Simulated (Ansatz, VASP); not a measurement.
Two plane-wave programs on C

```xyz
2
Lattice="0.0000 1.7801 1.7801 1.7801 0.0000 1.7801 1.7801 1.7801 0.0000" Properties=species:S:1:pos:R:3 pbc="T T T"
C     1.7801    1.7801    1.7801
C     2.6702    2.6702    2.6702
```

Alike in both runs: functional r2SCAN; k mesh 12 × 12 × 12; occupations gaussian, width 0.02 eV; no spin polarisation.

Ansatz relaxed the structure, and its values are those at the end. VASP's run is a single point on that final structure, the one shown.

```csv
,VASP,Ansatz
version,VASP 6.6.1,Ansatz 0.2.0
potentials or method,"VASP PAW PBE potentials, release 64 (C), cutoff 660 eV","scalar-relativistic, plane waves, PAW"
valence electrons in the cell,8,8
```

```csv
,VASP,Ansatz,Ansatz less VASP
gap on the k mesh at the Fermi level (eV),4.36,4.39,+0.029
least direct gap on the mesh (eV),5.85,5.90,+0.044
pressure (GPa),0.2,0.0,-0.15
```

VASP's potentials were made for PBE, not for r2SCAN. With one functional, cell and mesh, what is left measures potentials, basis and numerics.
